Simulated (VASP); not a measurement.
# Be2C (Fm-3m) in VASP: settings compared

The runs below take Be2C through single point, with PBE+D3(BJ), LDA.

Program: VASP 6.6.1. These are calculated values, not measurements. Logs are shortened: lines on timing, memory, paths and dates and some standing lists are left out, and cuts for length are marked.

## (1) The cell of the first run

Symmetry: Fm-3m, No. 225, cubic system. The conventional cell has a = 4.216 Å, b = 4.216 Å, c = 4.216 Å, α = 90.00°, β = 90.00°, γ = 90.00°. Within 2.4 Å of Be (site symmetry -43m) lie 4 C at 1.83 Å and 6 Be at 2.11 Å. Within 2.4 Å of C (site symmetry m-3m) lie 8 Be at 1.83 Å.

## (2) Single point, PBE+D3(BJ) (6.25 Å³/atom)

INCAR reads:

```
ALGO = Normal
EDIFF = 1E-6
ENCUT = 600
GGA = PE
GGA_COMPAT = F
ISIF = 2
ISMEAR = 0
IVDW = 12
LASPH = T
LCHARG = F
LREAL = F
LWAVE = F
NBANDS = 11
NELM = 120
PREC = Accurate
SIGMA = 0.05
```

KPOINTS reads:

```
k-points
0
Gamma
  10 10 10
```

POSCAR reads:

```
Be2C
1.0
    0.0000000000      2.1081339183      2.1081339183
    2.1081339183      0.0000000000      2.1081339183
    2.1081339183      2.1081339183      0.0000000000
Be C
2 1
Direct
    0.2500000000      0.2500000000      0.2500000000
    0.7500000000      0.7500000000      0.7500000000
    0.0000000000      0.0000000000      0.0000000000
```

Potentials or basis: VASP PAW PBE potentials, release 64 (Be, C).

The run is started by

```sh
$ cat potpaw_PBE.64/Be/POTCAR potpaw_PBE.64/C/POTCAR > POTCAR
$ mpirun -np 1 vasp_std > vasp.out
```

OUTCAR:

```text
EDIFF = 1E-6
   ENCUT = 600
   GGA = PE
   ISIF = 2
   ISMEAR = 0
   IVDW = 12
   LASPH = T
   LREAL = F
   NELM = 120
   PREC = Accurate
 IVDW          = 12

 ion  position               nearest neighbor table
   1  0.250  0.250  0.250-   3 1.83   3 1.83   3 1.83   3 1.83   2 2.11   2 2.11   2 2.11   2 2.11
                             2 2.11   2 2.11
   2  0.750  0.750  0.750-   3 1.83   3 1.83   3 1.83   3 1.83   1 2.11   1 2.11   1 2.11   1 2.11
                             1 2.11   1 2.11
   3  0.000  0.000  0.000-   2 1.83   2 1.83   2 1.83   1 1.83   2 1.83   1 1.83   1 1.83   1 1.83

  LATTYP: Found a face centered cubic cell.
 ALAT       =     4.2162678366

  Lattice vectors:

 A1 = (   0.0000000000,   2.1081339183,   2.1081339183)
 A2 = (   2.1081339183,   0.0000000000,   2.1081339183)
 A3 = (   2.1081339183,   2.1081339183,   0.0000000000)

Analysis of symmetry for initial positions (statically):
=====================================================================
 Subroutine PRICEL returns:
 Original cell was already a primitive cell.

 Routine SETGRP: Setting up the symmetry group for a
 face centered cubic supercell.

 Subroutine GETGRP returns: Found 48 space group operations
 (whereof 48 operations were pure point group operations)
 out of a pool of 48 trial point group operations.

The static configuration has the point symmetry O_h .

Analysis of symmetry for dynamics (positions and initial velocities):
=====================================================================
 Subroutine PRICEL returns:
 Original cell was already a primitive cell.

 Routine SETGRP: Setting up the symmetry group for a
 face centered cubic supercell.

 Subroutine GETGRP returns: Found 48 space group operations
 (whereof 48 operations were pure point group operations)
 out of a pool of 48 trial point group operations.

The dynamic configuration has the point symmetry O_h .

 Subroutine INISYM returns: Found 48 space group operations
 (whereof 48 operations are pure point group operations),
 and found     1 'primitive' translations

----------------------------------------------------------------------------------------

                                     Primitive cell

  volume of cell :      18.7381

  direct lattice vectors                    reciprocal lattice vectors
     0.000000000  2.108133918  2.108133918    -0.237176583  0.237176583  0.237176583
     2.108133918  0.000000000  2.108133918     0.237176583 -0.237176583  0.237176583
     2.108133918  2.108133918  0.000000000     0.237176583  0.237176583 -0.237176583

  length of vectors
     2.981351579  2.981351579  2.981351579     0.410801893  0.410801893  0.410801893

  position of ions in fractional coordinates (direct lattice)
     0.250000000  0.250000000  0.250000000
     0.750000000  0.750000000  0.750000000
     0.000000000  0.000000000  0.000000000

  ion indices of the primitive-cell ions
   primitive index   ion index
                 1           1
                 2           2
                 3           3

----------------------------------------------------------------------------------------

 KPOINTS: k-points

Automatic generation of k-mesh.
 Grid dimensions read from file:
 generate k-points for:   10   10   10

 Generating k-lattice:

  Cartesian coordinates                     Fractional coordinates (reciprocal lattice)
    -0.023717658  0.023717658  0.023717658     0.100000000  0.000000000  0.000000000
     0.023717658 -0.023717658  0.023717658     0.000000000  0.100000000  0.000000000
     0.023717658  0.023717658 -0.023717658     0.000000000  0.000000000  0.100000000

  Length of vectors
     0.041080189  0.041080189  0.041080189

  Shift w.r.t. Gamma in fractional coordinates (k-lattice)
     0.000000000  0.000000000  0.000000000

 Subroutine IBZKPT returns following result:
 ===========================================

 Found     47 irreducible k-points:

 Following reciprocal coordinates:
            Coordinates               Weight
  0.000000  0.000000  0.000000      1.000000
  0.100000  0.000000  0.000000      8.000000
  0.200000  0.000000  0.000000      8.000000
  0.300000  0.000000  0.000000      8.000000
  0.400000  0.000000  0.000000      8.000000
  0.500000  0.000000  0.000000      4.000000
[... 16 lines left out ...]
  0.300000  0.300000  0.000000      6.000000
  0.400000  0.300000  0.000000     24.000000
 [... further k-points ...]
   k-points           NKPTS =     47   k-points in BZ     NKDIM =     47   number of bands    NBANDS=     11
   number of dos      NEDOS =    301   number of ions     NIONS =      3
   total plane-waves  NPLWV =  13824
   dimension x,y,z NGX =    24 NGY =   24 NGZ =   24
   dimension x,y,z NGXF=    48 NGYF=   48 NGZF=   48
   ions per type =               2   1
   NGX,Y,Z   is equivalent  to a cutoff of  13.38, 13.38, 13.38 a.u.
   NGXF,Y,Z  is equivalent  to a cutoff of  26.77, 26.77, 26.77 a.u.
 SYSTEM =  unknown system
   PREC   = accura    normal or accurate (medium, high low for compatibility)
   ISTART =      0    job   : 0-new  1-cont  2-samecut
   ICHARG =      2    charge: 1-file 2-atom 10-const
   ISPIN  =      1    spin polarized calculation?
   LNONCOLLINEAR =      F non collinear calculations
   LSORBIT =      F    spin-orbit coupling
   LASPH  =      T    aspherical Exc in radial PAW
   ENCUT  =  600.0 eV  44.10 Ry    6.64 a.u.   5.95  5.95  5.95*2*pi/ulx,y,z
   NELM   =    120;   NELMIN=  2; NELMDL= -5     # of ELM steps
   EDIFF  = 0.1E-05   stopping-criterion for ELM
   LREAL  =      F    real-space projection
   EDIFFG = 0.1E-04   stopping-criterion for IOM
   NSW    =      0    number of steps for IOM
   IBRION =     -1    ionic relax: 0-MD 1-quasi-New 2-CG
   NFREE  =      0    steps in history (QN), initial steepest desc. (CG)
   ISIF   =      2    stress and relaxation
   ISYM   =      2    0-nonsym 1-usesym 2-fastsym
   POTIM  = 0.5000    time-step for ionic-motion
   TEBEG  =    0.0;   TEEND  =   0.0 temperature during run
   PSTRESS=    0.0 pullay stress
   NELECT =       8.0000    total number of electrons
   NUPDOWN=      -1.0000    fix difference up-down
   EMIN   =  10.00;   EMAX   =-10.00  energy-range for DOS
   EFERMI =   0.00;   METHOD = LEGACY
   ISMEAR =     0;   SIGMA  =   0.05  broadening in eV -4-tet -1-fermi 0-gaus
   EFERMI_NEDOS =   21; number of points for ismear=-14 and -15
   IALGO  =     38    algorithm
   IMIX   =      4    mixing-type and parameters
     AMIX     =   0.40;   BMIX     =  1.00
     AMIX_MAG =   1.60;   BMIX_MAG =  1.00
  volume/ion in A,a.u.               =       6.25        42.15
  Fermi-wavevector in a.u.,A,eV,Ry     =   1.232717  2.329497 20.675285  1.519591
  Thomas-Fermi vector in A             =   2.367476
   LORBIT       =      0    0 simple, 1 ext, 2 COOP (PROOUT), +10 PAW based schemes
   GGA     = PE    functional components
   LHFCALC =     F    Hartree Fock is set to
   AEXX    =    0.0000 exact exchange contribution
   IVDW    =    12    specifies the selected vdW correction
   LEPSILON=     F    determine dielectric tensor
   LRPA    =     F    only Hartree local field effects (RPA)
 non-spin polarized calculation
 Gauss-broadening in eV      SIGMA  =   0.05
  energy-cutoff  :      600.00
  volume of cell :       18.74
 maximum number of plane-waves:       636
   NGX = 11   NGY = 11   NGZ = 11

 number of electron       7.9999999 magnetization

 Free energy of the ion-electron system (eV)
  ---------------------------------------------------
  ext. energy  EPLUGINS =         0.00000000
  ---------------------------------------------------
  free energy    TOTEN  =       -17.37035580 eV

  energy without entropy =      -17.37035580  energy(sigma->0) =      -17.37035580

 E-fermi :   8.7383     XC(G=0): -11.7521

 val. band max:        8.5233112426   @ k =   0.0000   0.0000   0.0000
 cond. band min:       9.7133861347   @ k =   0.5000   0.5000   0.0000
 fundamental gap:      1.1900748921
 Fermi energy:         8.7383351418

 k-point     1 :       0.0000    0.0000    0.0000
  band No.  band energies     occupation
      1      -7.1080      2.00000
      2       8.5233      2.00000
      3       8.5233      2.00000
      4       8.5233      2.00000
      5      12.7996      0.00000
      6      12.7996      0.00000
      7      12.7996      0.00000
      8      16.1723      0.00000
      9      22.3206      0.00000
     10      22.3206      0.00000
     11      22.3206      0.00000

 k-point     2 :       0.1000    0.0000    0.0000
  band No.  band energies     occupation
      1      -6.9412      2.00000
      2       7.1249      2.00000
      3       8.1930      2.00000
      4       8.1930      2.00000
      5      13.2790      0.00000
      6      13.2790      0.00000
      7      13.7527      0.00000
      8      16.4820      0.00000
      9      21.1702      0.00000
     10      21.1702      0.00000
     11      22.7906      0.00000

 k-point     3 :       0.2000    0.0000    0.0000
  band No.  band energies     occupation
      1      -6.4462      2.00000
      2       4.6731      2.00000
      3       7.5637      2.00000
      4       7.5637      2.00000
      5      14.0666      0.00000
      6      14.0666      0.00000
      7      14.9120      0.00000
      8      17.2876      0.00000
      9      20.2006      0.00000
     10      20.2006      0.00000
     11      24.0815      0.00000

 k-point     4 :       0.3000    0.0000    0.0000
  band No.  band energies     occupation
      1      -5.6490      2.00000
      2       2.2616      2.00000
      3       7.0177      2.00000
      4       7.0177      2.00000
      5      14.1941      0.00000
      6      14.1941      0.00000
      7      15.6869      0.00000
      8      18.1079      0.00000
      9      20.8580      0.00000
     10      20.8580      0.00000
     11      25.6009      0.00000

 k-point     5 :       0.4000    0.0000    0.0000
  band No.  band energies     occupation
      1      -4.6622      2.00000
      2       0.2525      2.00000
      3       6.6769      2.00000
      4       6.6769      2.00000
      5      13.8564      0.00000
      6      13.8564      0.00000
      7      16.2103      0.00000
      8      18.6533      0.00000
      9      22.6846      0.00000
     10      22.6846      0.00000
     11      26.6373      0.00000
[... 211 lines left out ...]
 k-point    21 :      -0.3000    0.2000    0.0000
  band No.  band energies     occupation
      1      -4.4897      2.00000
      2       1.2228      2.00000
      3       3.9450      2.00000
      4       6.3022      2.00000
      5      13.9852      0.00000
      6      16.0668      0.00000
      7      17.6818      0.00000
      8      19.0626      0.00000
      9      19.2726      0.00000
     10      24.1661      0.00000
     11      26.6173      0.00000

 k-point    22 :      -0.2000    0.2000    0.0000
  band No.  band energies     occupation
      1      -5.3905      2.00000
      2       2.8400      2.00000
      3       4.4317      2.00000
      4       7.1534      2.00000
      5      14.6458      0.00000
      6      15.3613      0.00000
      7      17.0325      0.00000
      8      17.6758      0.00000
      9      17.8390      0.00000
     10      24.8826      0.00000
     11      25.9015      0.00000

 k-point    23 :       0.3000    0.3000    0.0000
  band No.  band energies     occupation
      1      -5.2051      2.00000
      2       4.3067      2.00000
      3       4.5737      2.00000
      4       4.5737      2.00000
      5      11.6994      0.00000
      6      14.0677      0.00000
      7      18.6747      0.00000
      8      18.6747      0.00000
      9      22.5613      0.00000
     10      26.9060      0.00000
     11      26.9060      0.00000

 k-point    24 :       0.4000    0.3000    0.0000
  band No.  band energies     occupation
      1      -4.5033      2.00000
      2       2.7829      2.00000
      3       4.1048      2.00000
      4       4.2125      2.00000
      5      11.3596      0.00000
      6      14.7427      0.00000
      7      19.3935      0.00000
      8      19.6338      0.00000
      9      23.4919      0.00000
     10      26.4454      0.00000
     11      27.2646      0.00000

 [... further k-points ...]

------------------------ aborting loop because EDIFF is reached ----------------------------------------

 Edisp (eV)   -1.01502

 E8    (eV) :    -0.3387

  FORCE on cell =-STRESS in cart. coord.  units (eV):
  Direction    XX          YY          ZZ          XY          YZ          ZX
  --------------------------------------------------------------------------------------
  -------------------------------------------------------------------------------------
  Total       1.13927     1.13927     1.13927     0.00000    -0.00000     0.00000
  in kB      97.41221    97.41221    97.41221     0.00000    -0.00000     0.00000
  external pressure =       97.41 kB  Pullay stress =        0.00 kB

 VOLUME and BASIS-vectors are now :
 -----------------------------------------------------------------------------
  energy-cutoff  :      600.00
  volume of cell :       18.74
      direct lattice vectors                 reciprocal lattice vectors
     0.000000000  2.108133918  2.108133918    -0.237176583  0.237176583  0.237176583
     2.108133918  0.000000000  2.108133918     0.237176583 -0.237176583  0.237176583
     2.108133918  2.108133918  0.000000000     0.237176583  0.237176583 -0.237176583

 POSITION                                       TOTAL-FORCE (eV/Angst)
 -----------------------------------------------------------------------------------
      1.05407      1.05407      1.05407        -0.000000     -0.000000      0.000000
      3.16220      3.16220      3.16220         0.000000      0.000000     -0.000000
      0.00000      0.00000      0.00000        -0.000000     -0.000000     -0.000000
 -----------------------------------------------------------------------------------
    total drift:                               -0.000000     -0.000000      0.000000

  FREE ENERGIE OF THE ION-ELECTRON SYSTEM (eV)
  ---------------------------------------------------
  free  energy   TOTEN  =       -18.3853756393 eV

  energy  without entropy=      -18.3853756393  energy(sigma->0) =      -18.38537564
```

It took 10 s on 1 thread of Intel Xeon 8259CL, shared host; peak memory 0.15 GiB.

Results:

| Quantity | Value |
| --- | --- |
| Free energy | -18.3854 eV |
| Pressure | 9.7 GPa |
| Band gap on the k mesh | 1.19 eV (least direct gap 4.28 eV) |
| Dispersion energy per atom | -0.338 eV |

Levels at points of the mesh, in eV from the valence-band top:
| k point | band 1 | band 2 | band 3 | band 4 | band 5 | band 6 | band 7 | band 8 | band 9 |
| --- | --- | --- | --- | --- | --- | --- | --- | --- | --- |
| (0.00, 0.00, 0.00) | -15.63 | 0.00 | 0.00 | 0.00 | 4.28 | 4.28 | 4.28 | 7.65 | 13.80 |
| (0.50, 0.00, 0.00) | -12.57 | -9.23 | -1.96 | -1.96 | 5.16 | 5.16 | 7.88 | 10.32 | 15.38 |
| (0.50, 0.50, 0.00) | -11.82 | -7.07 | -5.06 | -5.06 | 1.19 | 6.29 | 14.12 | 14.12 | 16.54 |

Caveat: the cell stands under pressure. Expect the measured gap to be larger: semilocal functionals such as PBE lack the derivative discontinuity.

## (3) Single point, LDA (6.22 Å³/atom)

This run uses another cell than the first one, of 6.22 Å³/atom.

INCAR reads:

```
SYSTEM = Be2C
  PREC = Accurate
  ENCUT = 600
  EDIFF = 1E-6
  ISMEAR = 0
  SIGMA = 0.05
  LREAL = .FALSE.
  LASPH = .TRUE.
  NELM = 120
  ALGO = Normal
  ISIF = 2
  LWAVE = .FALSE.
  LCHARG = .FALSE.
  GGA = CA
  NBANDS = 11
  GGA_COMPAT = .FALSE.
```

KPOINTS reads:

```
regular mesh
0
G
  10 10 10
  0 0 0
```

POSCAR reads:

```
Be2C
1.0
    0.0000000000      2.1050607107      2.1050607107
    2.1050607107      0.0000000000      2.1050607107
    2.1050607107      2.1050607107      0.0000000000
Be C
2 1
Direct
    0.2500000000      0.2500000000      0.2500000000
    0.7500000000      0.7500000000      0.7500000000
    0.0000000000      0.0000000000      0.0000000000
```

Potentials or basis: VASP PAW LDA potentials, release 64 (Be, C).

The run is started by

```sh
$ cat potpaw_LDA.64/Be/POTCAR potpaw_LDA.64/C/POTCAR > POTCAR
$ mpirun -np 1 vasp_std > vasp.out
```

It took 7.7 s on 1 thread of Intel Xeon 8259CL, shared host; peak memory 0.13 GiB.

Results (log left out):

* Free energy: -19.4062 eV
* Pressure: 10.1 GPa
* Band gap on the k mesh: 1.22 eV (least direct gap 4.18 eV)

Levels at points of the mesh, in eV from the valence-band top:
| k point | band 2 | band 3 | band 4 | band 5 | band 6 | band 7 |
| --- | --- | --- | --- | --- | --- | --- |
| (0.00, 0.00, 0.00) | 0.00 | 0.00 | 0.00 | 4.18 | 4.18 | 4.18 |
| (0.50, 0.00, 0.00) | -9.22 | -1.98 | -1.98 | 5.08 | 5.08 | 8.06 |
| (0.50, 0.50, 0.00) | -7.00 | -5.10 | -5.10 | 1.22 | 6.40 | 14.00 |

Caveat: the cell stands under pressure. A k mesh can miss the band edges.
